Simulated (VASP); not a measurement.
Here is a VASP 6.6.1 calculation.

File INCAR:

```
PREC     = Accurate       # precision mode
ENCUT    = 520            # plane-wave cutoff, eV
EDIFF    = 1E-8           # SCF threshold, eV
ISMEAR   = -1             # smearing method
SIGMA    = 0.15           # smearing width, eV
LREAL    = False          # projectors in reciprocal space
LASPH    = True           # aspherical terms in the spheres
NELM     = 60             # most SCF steps
ALGO     = Normal         # electronic algorithm
ISIF     = 2              # what is computed and relaxed
LWAVE    = False          # write WAVECAR
LCHARG   = False          # write CHGCAR
GGA      = PS             # functional
LEFG     = True         
NBANDS   = 12             # bands
```

The input KPOINTS:

```
Automatic mesh
0
Gamma
  12 12 12
```

Contents of POSCAR:

```
Sb
1.0
    2.1580243715      1.2459359518      3.6816800751
   -2.1580243715      1.2459359518      3.6816800751
    0.0000000000     -2.4918719036      3.6816800751
Sb
2
Direct
    0.2365647118      0.2365647118      0.2365647118
    0.7634352882      0.7634352882      0.7634352882
```

Potentials or basis: VASP PAW PBE potentials, release 64 (Sb).

The run is started by

```console
$ cat potpaw_PBE.64/Sb/POTCAR > POTCAR
$ mpirun -np 1 vasp_std > vasp.out
```

Task: Estimate the largest force.

Result: 0.047 eV/Å.

Task: What does it give for the pressure?

Result: 0.2 GPa.

Forces on the atoms (eV/Å):
```
Sb   0.000  0.000  0.047
Sb   0.000  0.000 -0.047
```

Caveat: without QUAD_EFG the Cq values of the log hold for a quadrupole moment of 1 mb, not for the nuclei; the PAW data sets were made with another functional, which shifts forces and pressure a little.
